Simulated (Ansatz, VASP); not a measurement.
## One calculation of MgO, two programs

File INCAR:

```
ALGO = Normal ; EDIFF = 1E-6
ENCUT = 600 ; GGA = PE
GGA_COMPAT = False ; ISIF = 2
ISMEAR = 1 ; LASPH = True
LCHARG = True ; LELF = True
LREAL = False ; LVHAR = True
LWAVE = False ; NBANDS = 11
NELM = 120 ; PREC = Accurate
SIGMA = 0.05
```

The input KPOINTS:

```
k-points
0
Gamma
  6 6 6
```

File POSCAR:

```
MgO
1.0
    2.6233491285      0.0000000000      0.0000000000
    0.0000000000      2.6233491285      0.0000000000
    0.0000000000      0.0000000000      2.6233491285
Mg O
1 1
Direct
    0.0000000000      0.0000000000      0.0000000000
    0.5000000000      0.5000000000      0.5000000000
```

Input for Ansatz:

```yaml
crystal:
  lattice:
    - [2.6233491285, 0.0, 0.0]
    - [0.0, 2.6233491285, 0.0]
    - [0.0, 0.0, 2.6233491285]
  atoms:
    - { symbol: Mg, position: [0.0, 0.0, 0.0] }
    - { symbol: O, position: [0.5, 0.5, 0.5] }
kpoints:
  mp_grid: { grid: [6, 6, 6] }
hamiltonian:
  xc: pbe
scf:
  occupations: { method: methfessel_paxton, width: 0.05 }
  n_extra_bands: 4
output:
  forces: true
  stress: true
  eigenvalues: true
```

Alike in both runs: task single point; functional PBE; k mesh 6 × 6 × 6; occupations methfessel-paxton of order 1, width 0.05 eV; no spin polarisation.

|  | VASP | Ansatz |
| --- | --- | --- |
| version | VASP 6.6.1 | Ansatz 0.2.0 |
| potentials or method | VASP PAW PBE potentials, release 64 (Mg, O) | plane waves |
| plane-wave cutoff (eV) | 600 | 420 |
| valence electrons in the cell | 8 | 16 |

|  | VASP | Ansatz | Ansatz less VASP |
| --- | --- | --- | --- |
| gap on the k mesh at the Fermi level (eV) | 2.62 | 2.64 | +0.019 |
| pressure (GPa) | 5.3 | 6.2 | +0.96 |

VASP's potentials hold 8 valence electrons a cell and Ansatz's 16, so a difference there can come from the potentials and not from the codes.
